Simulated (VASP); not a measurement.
Input of a VASP 6.6.1 run:

File INCAR:

```
SYSTEM = BN
PREC = Accurate
ENCUT = 600
EDIFF = 1E-7
ISMEAR = 0
SIGMA = 0.01
LREAL = .False.
LASPH = .True.
NELM = 120
ALGO = Normal
ISIF = 3
LWAVE = .False.
LCHARG = .False.
GGA = PE
IBRION = 2
NSW = 80
EDIFFG = -0.03
GGA_COMPAT = .False.
NELMIN = 4
```

The input KPOINTS:

```
Automatic mesh
0
Gamma
  11 11 11
  0 0 0
```

Contents of POSCAR:

```
BN
1.0
    0.0000000000      1.8000000000      1.8000000000
    1.8000000000      0.0000000000      1.8000000000
    1.8000000000      1.8000000000      0.0000000000
B N
1 1
Direct
    0.0000000000      0.0000000000      0.0000000000
    0.2500000000      0.2500000000      0.2500000000
```

Potentials or basis: VASP PAW PBE potentials, release 64 (B, N).

Run with:

```console
$ cat potpaw_PBE.64/B/POTCAR potpaw_PBE.64/N/POTCAR > POTCAR
$ mpirun -np 1 vasp_std > vasp.out
```

**Question.** Predict the relaxed volume.

**Answer.** 5.95 Å³/atom.

**Question.** What does it give for the band gap on the k mesh?

**Answer.** 4.55 eV (least direct gap 8.78 eV).

**Question.** Predict the relaxed cell.

**Answer.** a = 2.563 Å, b = 2.563 Å, c = 2.563 Å, α = 60.00°, β = 60.00°, γ = 60.00°.

**Question.** Estimate the space group after relaxing (to 0.1 Å).

**Answer.** F-43m (No. 216).

Final structure:
```xyz
2
Lattice="0.0000 1.8123 1.8123 1.8123 0.0000 1.8123 1.8123 1.8123 0.0000" Properties=species:S:1:pos:R:3 pbc="T T T"
B     0.0000    0.0000    0.0000
N     0.9062    0.9062    0.9062
```

Caveat: an odd mesh through Γ misses points on the zone boundary, where band edges can lie.
